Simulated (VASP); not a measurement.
A run of VASP 6.6.1 is set up as follows.

The input INCAR:

```
SYSTEM = BN
ALGO     = Normal         ! electronic algorithm
EDIFF    = 1E-6           ! SCF threshold, eV
ENCUT    = 520            ! plane-wave cutoff, eV
GGA      = PE             ! functional
ISIF     = 2              ! what is computed and relaxed
ISMEAR   = 0              ! smearing method
LASPH    = .TRUE.         ! aspherical terms in the spheres
LCHARG   = .FALSE.        ! write CHGCAR
LREAL    = .FALSE.        ! projectors in reciprocal space
LWAVE    = .FALSE.        ! write WAVECAR
NBANDS   = 11             ! bands
NELM     = 60             ! most SCF steps
PREC     = Accurate       ! precision mode
SIGMA    = 0.05           ! smearing width, eV
```

KPOINTS

```
k-points
0
G
  12 12 12
  0 0 0
```

POSCAR

```
BN
1.0
    0.0045325025      1.8130010000      1.8130010000
    1.8175335025      0.0000000000      1.8175335025
    1.8130010000      1.8130010000      0.0045325025
B N
1 1
Direct
    0.0000000000      0.0000000000      0.0000000000
    0.7500000000      0.7500000000      0.7500000000
```

Potentials or basis: VASP PAW PBE potentials, release 64 (B, N).

Launch:

```console
$ cat potpaw_PBE.64/B/POTCAR potpaw_PBE.64/N/POTCAR > POTCAR
$ mpirun -np 1 vasp_std > vasp.out
```

Question: Predict the band gap on the k mesh.

Answer: 4.44 eV, indirect (least direct gap 8.70 eV).

Question: What does it give for the largest force?

Answer: 0.007 eV/Å.

Question: What does it give for the pressure?

Answer: -0.2 GPa.

Forces on the atoms (eV/Å):
```
B    0.000 -0.007  0.000
N    0.000  0.007  0.000
```

Caveat: the cell differs from its parent crystal (strain +0.0050 x Voigt [0, 0, 0, 0, 1, 0]). A k mesh can miss the band edges.
